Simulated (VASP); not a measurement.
Input of a VASP 6.6.1 run:

The input INCAR:

```
PREC = Accurate
ENCUT = 520
EDIFF = 1E-7
ISMEAR = -1
SIGMA = 0.05
LREAL = False
LASPH = True
NELM = 100
ALGO = Normal
ISIF = 2
LWAVE = False
LCHARG = True
GGA = B5
ALDAX = 1.0
AGGAX = 1.0
AGGAC = 1.0
ALDAC = 0.0
IVDW = 13
VDW_S6 = 1.0
VDW_S8 = 2.34076671
VDW_A1 = 0.44488865
VDW_A2 = 4.0933009
LELF = True
LVHAR = True
NBANDS = 15
```

File KPOINTS:

```
Automatic mesh
0
Gamma
  11 11 6
```

File POSCAR:

```
Os
1.0
    2.7586430001      0.0000000000      0.0000000000
   -1.3793215000      2.3890549180      0.0000000000
    0.0000000000      0.0000000000      4.3552877178
Os
2
Direct
    0.6666666667      0.3333333333      0.7500000000
    0.3333333333      0.6666666667      0.2500000000
```

Potentials or basis: VASP PAW PBE potentials, release 64 (Os).

The run is started by

```bash
$ cat potpaw_PBE.64/Os/POTCAR > POTCAR
$ mpirun -np 1 vasp_std > vasp.out
```

Task: Estimate the pressure.

Result: 3.3 GPa.

Task: What does it give for the band gap on the k mesh?

Result: Zero (band 8 reaches 11.67 eV, above the bottom of band 9 at 7.93 eV).

Stress tensor (GPa, compression positive):
```
3.22 0.00 0.00
0.00 3.22 0.00
0.00 0.00 3.39
```

Caveat: the PAW data sets were made with another functional, which shifts forces and pressure a little; spin-orbit coupling is left out, which moves the levels of the heavy elements; pairwise dispersion overbinds metals, which lowers pressure and volume.
